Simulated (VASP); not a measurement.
# AlN (F-43m) in VASP: single point with LDA

Aim: the single point of AlN with LDA.

Everything below comes from runs of VASP 6.6.1. Logs are shortened: lines on timing, memory, paths and dates and some standing lists are left out, and cuts for length are marked.

### 1 The cell of the first run

It takes space group F-43m (No. 216, cubic). Conventional cell: a = 4.368 Å, b = 4.368 Å, c = 4.368 Å, α = 90.00°, β = 90.00°, γ = 90.00°. Within 2.5 Å of Al (site symmetry -43m) lie 4 N at 1.89 Å. N (site symmetry -43m) has 4 Al at 1.89 Å within 2.5 Å.

### 2 Single point, LDA

File INCAR:

```
SYSTEM = AlN
ALGO = Normal ; EDIFF = 1E-6
ENCUT = 600 ; GGA = CA
GGA_COMPAT = .False. ; ISIF = 2
ISMEAR = 0 ; LASPH = .True.
LCHARG = .False. ; LREAL = .False.
LWAVE = .False. ; NBANDS = 11
NELM = 120 ; PREC = Accurate
SIGMA = 0.01
```

File KPOINTS:

```
k-points
0
Gamma
  4 4 4
  0 0 0
```

File POSCAR:

```
AlN
1.0
    3.0886330000      0.0000000000      0.0000000000
    1.5443165000      2.6748346410      0.0000000000
    1.5443165000      0.8916115470      2.5218582842
Al N
1 1
Direct
    0.0000000000      0.0000000000      0.0000000000
    0.7500000000      0.7500000000      0.7500000000
```

Potentials or basis: VASP PAW LDA potentials, release 64 (Al, N).

Launch:

```sh
$ cat potpaw_LDA.64/Al/POTCAR potpaw_LDA.64/N/POTCAR > POTCAR
$ mpirun -np 1 vasp_std > vasp.out
```

OUTCAR:

```text
SYSTEM = AlN
   EDIFF = 1E-6
   ENCUT = 600
   GGA = CA
   ISIF = 2
   ISMEAR = 0
   LASPH = .True.
   LREAL = .False.
   NELM = 120
   PREC = Accurate

 ion  position               nearest neighbor table
   1  0.000  0.000  0.000-   2 1.89   2 1.89   2 1.89   2 1.89
   2  0.750  0.750  0.750-   1 1.89   1 1.89   1 1.89   1 1.89

  LATTYP: Found a face centered cubic cell.
 ALAT       =     4.3679866778

  Lattice vectors:

 A1 = (   3.0886330000,   0.0000000000,   0.0000000000)
 A2 = (   1.5443165000,   2.6748346410,   0.0000000000)
 A3 = (   1.5443165000,   0.8916115470,   2.5218582842)

Analysis of symmetry for initial positions (statically):
=====================================================================
 Subroutine PRICEL returns:
 Original cell was already a primitive cell.

 Routine SETGRP: Setting up the symmetry group for a
 face centered cubic supercell.

 Subroutine GETGRP returns: Found 24 space group operations
 (whereof 24 operations were pure point group operations)
 out of a pool of 48 trial point group operations.

The static configuration has the point symmetry T_d .

Analysis of symmetry for dynamics (positions and initial velocities):
=====================================================================
 Subroutine PRICEL returns:
 Original cell was already a primitive cell.

 Routine SETGRP: Setting up the symmetry group for a
 face centered cubic supercell.

 Subroutine GETGRP returns: Found 24 space group operations
 (whereof 24 operations were pure point group operations)
 out of a pool of 48 trial point group operations.

The dynamic configuration has the point symmetry T_d .

 Subroutine INISYM returns: Found 24 space group operations
 (whereof 24 operations are pure point group operations),
 and found     1 'primitive' translations

----------------------------------------------------------------------------------------

                                     Primitive cell

  volume of cell :      20.8345

  direct lattice vectors                    reciprocal lattice vectors
     3.088633000  0.000000000  0.000000000     0.323767829 -0.186927443 -0.132177663
     1.544316500  2.674834641  0.000000000     0.000000000  0.373854886 -0.132177663
     1.544316500  0.891611547  2.521858284     0.000000000  0.000000000  0.396532988

  length of vectors
     3.088633000  3.088633000  3.088633000     0.396532988  0.396532988  0.396532988

  position of ions in fractional coordinates (direct lattice)
     0.000000000  0.000000000  0.000000000
     0.750000000  0.750000000  0.750000000

  ion indices of the primitive-cell ions
   primitive index   ion index
                 1           1
                 2           2

----------------------------------------------------------------------------------------

 KPOINTS: k-points

Automatic generation of k-mesh.
 Grid dimensions read from file:
 generate k-points for:    4    4    4

 Generating k-lattice:

  Cartesian coordinates                     Fractional coordinates (reciprocal lattice)
     0.080941957 -0.046731861 -0.033044416     0.250000000  0.000000000 -0.000000000
     0.000000000  0.093463722 -0.033044416     0.000000000  0.250000000  0.000000000
     0.000000000  0.000000000  0.099133247     0.000000000  0.000000000  0.250000000

  Length of vectors
     0.099133247  0.099133247  0.099133247

  Shift w.r.t. Gamma in fractional coordinates (k-lattice)
     0.000000000  0.000000000  0.000000000

 Subroutine IBZKPT returns following result:
 ===========================================

 Found      8 irreducible k-points:

 Following reciprocal coordinates:
            Coordinates               Weight
  0.000000  0.000000  0.000000      1.000000
  0.250000  0.000000  0.000000      8.000000
  0.500000  0.000000  0.000000      4.000000
  0.250000  0.250000 -0.000000      6.000000
  0.500000  0.250000 -0.000000     24.000000
 -0.250000  0.250000 -0.000000     12.000000
  0.500000  0.500000 -0.000000      3.000000
 -0.250000  0.500000  0.250000      6.000000
   k-points           NKPTS =      8   k-points in BZ     NKDIM =      8   number of bands    NBANDS=     11
   number of dos      NEDOS =    301   number of ions     NIONS =      2
   total plane-waves  NPLWV =  21952
   dimension x,y,z NGX =    28 NGY =   28 NGZ =   28
   dimension x,y,z NGXF=    56 NGYF=   56 NGZF=   56
   ions per type =               1   1
   NGX,Y,Z   is equivalent  to a cutoff of  15.07, 15.07, 15.07 a.u.
   NGXF,Y,Z  is equivalent  to a cutoff of  30.14, 30.14, 30.14 a.u.
 SYSTEM =  AlN
   PREC   = accura    normal or accurate (medium, high low for compatibility)
   ISTART =      0    job   : 0-new  1-cont  2-samecut
   ICHARG =      2    charge: 1-file 2-atom 10-const
   ISPIN  =      1    spin polarized calculation?
   LNONCOLLINEAR =      F non collinear calculations
   LSORBIT =      F    spin-orbit coupling
   LASPH  =      T    aspherical Exc in radial PAW
   ENCUT  =  600.0 eV  44.10 Ry    6.64 a.u.   6.17  6.17  6.17*2*pi/ulx,y,z
   NELM   =    120;   NELMIN=  2; NELMDL= -5     # of ELM steps
   EDIFF  = 0.1E-05   stopping-criterion for ELM
   LREAL  =      F    real-space projection
   EDIFFG = 0.1E-04   stopping-criterion for IOM
   NSW    =      0    number of steps for IOM
   IBRION =     -1    ionic relax: 0-MD 1-quasi-New 2-CG
   NFREE  =      0    steps in history (QN), initial steepest desc. (CG)
   ISIF   =      2    stress and relaxation
   ISYM   =      2    0-nonsym 1-usesym 2-fastsym
   POTIM  = 0.5000    time-step for ionic-motion
   TEBEG  =    0.0;   TEEND  =   0.0 temperature during run
   PSTRESS=    0.0 pullay stress
   NELECT =       8.0000    total number of electrons
   NUPDOWN=      -1.0000    fix difference up-down
   EMIN   =  10.00;   EMAX   =-10.00  energy-range for DOS
   EFERMI =   0.00;   METHOD = LEGACY
   ISMEAR =     0;   SIGMA  =   0.01  broadening in eV -4-tet -1-fermi 0-gaus
   EFERMI_NEDOS =   21; number of points for ismear=-14 and -15
   IALGO  =     38    algorithm
   IMIX   =      4    mixing-type and parameters
     AMIX     =   0.40;   BMIX     =  1.00
     AMIX_MAG =   1.60;   BMIX_MAG =  1.00
  volume/ion in A,a.u.               =      10.42        70.30
  Fermi-wavevector in a.u.,A,eV,Ry     =   1.189899  2.248584 19.263947  1.415860
  Thomas-Fermi vector in A             =   2.325996
   LORBIT       =      0    0 simple, 1 ext, 2 COOP (PROOUT), +10 PAW based schemes
   GGA     = CA    functional components
   LHFCALC =     F    Hartree Fock is set to
   AEXX    =    0.0000 exact exchange contribution
   IVDW    =     0    specifies the selected vdW correction
   LEPSILON=     F    determine dielectric tensor
   LRPA    =     F    only Hartree local field effects (RPA)
 non-spin polarized calculation
 Gauss-broadening in eV      SIGMA  =   0.01
  energy-cutoff  :      600.00
  volume of cell :       20.83
 maximum number of plane-waves:       725
 NGX is ok and might be reduce to    28
   NGX = 13   NGY = 13   NGZ = 13

 number of electron       8.0000000 magnetization

 Free energy of the ion-electron system (eV)
  ---------------------------------------------------
  ext. energy  EPLUGINS =         0.00000000
  ---------------------------------------------------
  free energy    TOTEN  =       -16.33521288 eV

  energy without entropy =      -16.33521288  energy(sigma->0) =      -16.33521288

 E-fermi :   5.8022     XC(G=0): -11.2614

 val. band max:        5.7391966381   @ k =   0.0000   0.0000   0.0000
 cond. band min:       8.9312788858   @ k =   0.5000   0.5000  -0.0000
 fundamental gap:      3.1920822477
 Fermi energy:         5.8022233933

 k-point     1 :       0.0000    0.0000    0.0000
  band No.  band energies     occupation
      1      -9.0931      2.00000
      2       5.7392      2.00000
      3       5.7392      2.00000
      4       5.7392      2.00000
      5       9.9575      0.00000
      6      18.0444      0.00000
      7      18.0444      0.00000
      8      18.0444      0.00000
      9      23.2356      0.00000
     10      23.2356      0.00000
     11      24.6183      0.00000

 k-point     2 :       0.2500    0.0000    0.0000
  band No.  band energies     occupation
      1      -8.2192      2.00000
      2       2.4649      2.00000
      3       5.4796      2.00000
      4       5.4796      2.00000
      5      12.1493      0.00000
      6      16.5117      0.00000
      7      17.8336      0.00000
      8      17.8336      0.00000
      9      21.8002      0.00000
     10      21.8002      0.00000
     11      22.7599      0.00000

 k-point     3 :       0.5000    0.0000    0.0000
  band No.  band energies     occupation
      1      -6.9663      2.00000
      2      -0.1880      2.00000
      3       5.2524      2.00000
      4       5.2524      2.00000
      5      12.9852      0.00000
      6      15.4911      0.00000
      7      16.6723      0.00000
      8      16.6723      0.00000
      9      23.4553      0.00000
     10      25.5257      0.00000
     11      25.5257      0.00000

 k-point     4 :       0.2500    0.2500   -0.0000
  band No.  band energies     occupation
      1      -7.9344      2.00000
      2       2.8530      2.00000
      3       4.7451      2.00000
      4       4.7451      2.00000
      5      11.6230      0.00000
      6      15.7597      0.00000
      7      17.0878      0.00000
      8      19.5142      0.00000
      9      19.5142      0.00000
     10      25.1047      0.00000
     11      28.2716      0.00000

 k-point     5 :       0.5000    0.2500   -0.0000
  band No.  band energies     occupation
      1      -6.6902      2.00000
      2       0.9102      2.00000
      3       3.3731      2.00000
      4       4.5278      2.00000
      5      11.4997      0.00000
      6      15.5420      0.00000
      7      17.6775      0.00000
      8      18.9438      0.00000
      9      21.1692      0.00000
     10      26.2099      0.00000
     11      28.3428      0.00000

 k-point     6 :      -0.2500    0.2500   -0.0000
  band No.  band energies     occupation
      1      -7.1119      2.00000
      2       1.3406      2.00000
      3       3.2201      2.00000
      4       5.2078      2.00000
      5      13.4341      0.00000
      6      14.8447      0.00000
      7      17.1949      0.00000
      8      18.0349      0.00000
      9      21.5450      0.00000
     10      24.1463      0.00000
     11      27.6011      0.00000

 k-point     7 :       0.5000    0.5000   -0.0000
  band No.  band energies     occupation
      1      -6.3037      2.00000
      2       0.7697      2.00000
      3       3.9397      2.00000
      4       3.9397      2.00000
      5       8.9313      0.00000
      6      14.1198      0.00000
      7      19.4849      0.00000
      8      21.2092      0.00000
      9      21.2092      0.00000
     10      29.1585      0.00000
     11      29.3961      0.00000

 k-point     8 :      -0.2500    0.5000    0.2500
  band No.  band energies     occupation
      1      -6.2430      2.00000
      2       1.9048      2.00000
      3       2.2466      2.00000
      4       2.9947      2.00000
      5      11.6770      0.00000
      6      16.9656      0.00000
      7      17.5378      0.00000
      8      17.7020      0.00000
      9      22.6711      0.00000
     10      24.4128      0.00000
     11      30.4958      0.00000

------------------------ aborting loop because EDIFF is reached ----------------------------------------

  FORCE on cell =-STRESS in cart. coord.  units (eV):
  Direction    XX          YY          ZZ          XY          YZ          ZX
  --------------------------------------------------------------------------------------
  -------------------------------------------------------------------------------------
  Total       -0.3989852     -0.3989852     -0.3989852      0.0000000     -0.0000000      0.0000000
  in kB      -30.6819834    -30.6819834    -30.6819834      0.0000000     -0.0000000      0.0000000
  external PRESSURE =     -30.6819834 kB  Pullay stress =       0.0000000 kB

 VOLUME and BASIS-vectors are now :
 -----------------------------------------------------------------------------
  energy-cutoff  :      600.00
  volume of cell :       20.83
      direct lattice vectors                 reciprocal lattice vectors
     3.088633000  0.000000000  0.000000000     0.323767829 -0.186927443 -0.132177663
     1.544316500  2.674834641  0.000000000     0.000000000  0.373854886 -0.132177663
     1.544316500  0.891611547  2.521858284     0.000000000  0.000000000  0.396532988

 POSITION                                       TOTAL-FORCE (eV/Angst)
 -----------------------------------------------------------------------------------
      0.00000      0.00000      0.00000        -0.000000     -0.000000      0.000000
      4.63295      2.67483      1.89139         0.000000      0.000000     -0.000000
 -----------------------------------------------------------------------------------
    total drift:                                0.000000      0.000000      0.000000

  FREE ENERGIE OF THE ION-ELECTRON SYSTEM (eV)
  ---------------------------------------------------
  free  energy   TOTEN  =       -16.3352128767 eV

  energy  without entropy=      -16.3352128767  energy(sigma->0) =      -16.33521288
```

It used 4.3 s of CPU time on 1 thread of AMD EPYC 7R13 Processor (Zen 3), with other jobs on the host.

What came out:

```
Free energy            : -16.3352 eV
Pressure               : -3.1 GPa
Band gap on the k mesh : 3.19 eV, indirect (least direct gap 4.22 eV)
```

Levels at points of the mesh, in eV from the valence-band top:
| k point | band 1 | band 2 | band 3 | band 4 | band 5 | band 6 | band 7 | band 8 |
| --- | --- | --- | --- | --- | --- | --- | --- | --- |
| (0.00, 0.00, 0.00) | -14.83 | 0.00 | 0.00 | 0.00 | 4.22 | 12.31 | 12.31 | 12.31 |
| (0.50, 0.00, 0.00) | -12.71 | -5.93 | -0.49 | -0.49 | 7.25 | 9.75 | 10.93 | 10.93 |
| (0.50, 0.50, 0.00) | -12.04 | -4.97 | -1.80 | -1.80 | 3.19 | 8.38 | 13.75 | 15.47 |

Caveat: the k points lie up to 0.62 Å⁻¹ apart. A k mesh can miss the band edges.
